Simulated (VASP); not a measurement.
# Sn: single point with PBEsol

The system is Sn.

```
Sn
1.0
     0.00000    3.46663    3.46663
     3.46663    0.00000    3.46663
     3.46663    3.46663    0.00000
Sn
1
Direct
  0.00000 0.00000 0.00000
```

This isn't the form of Sn at room conditions, which is tetragonal (white tin).

```json
{
  "Program": "VASP 6.6.1",
  "Task": "single point",
  "Functional": "PBEsol",
  "Potentials or basis": "VASP PAW PBE potentials, release 64 (Sn_d)",
  "Cutoff": "500 eV",
  "k mesh": "6 × 6 × 6",
  "Occupations": "fermi-dirac, width 0.05 eV",
  "Spin": "no spin polarisation",
  "Dipole correction": "no",
  "Further INCAR settings": "ALGO = Normal; EDIFF = 1e-06; NBANDS = 13"
}
```

```yaml
Pressure: -4.5 GPa
Band_gap_on_the_k_mesh: zero (bands 7 and 8 overlap by 2.05 eV)
```

Levels at points of the mesh, in eV from the Fermi level:
```tsv
k point	band 5	band 6	band 7	band 8	band 9	band 10
(0.00, 0.00, 0.00)	-22.03	-7.14	1.71	1.71	1.71	3.76
(0.50, 0.00, 0.00)	-22.03	-6.60	-1.15	1.37	1.37	4.53
(0.50, 0.50, 0.00)	-22.03	-6.42	-0.89	0.66	0.66	3.85
```

Run time: 7 s on 1 thread of Intel(R) Xeon(R) 6975P-C (Granite Rapids), on a shared host, peak memory 0.2 GiB.

Caveat: the cell stands under tension; the PAW data sets were made with another functional, which shifts forces and pressure a little; spin-orbit coupling is left out, which moves the levels of the heavy elements.
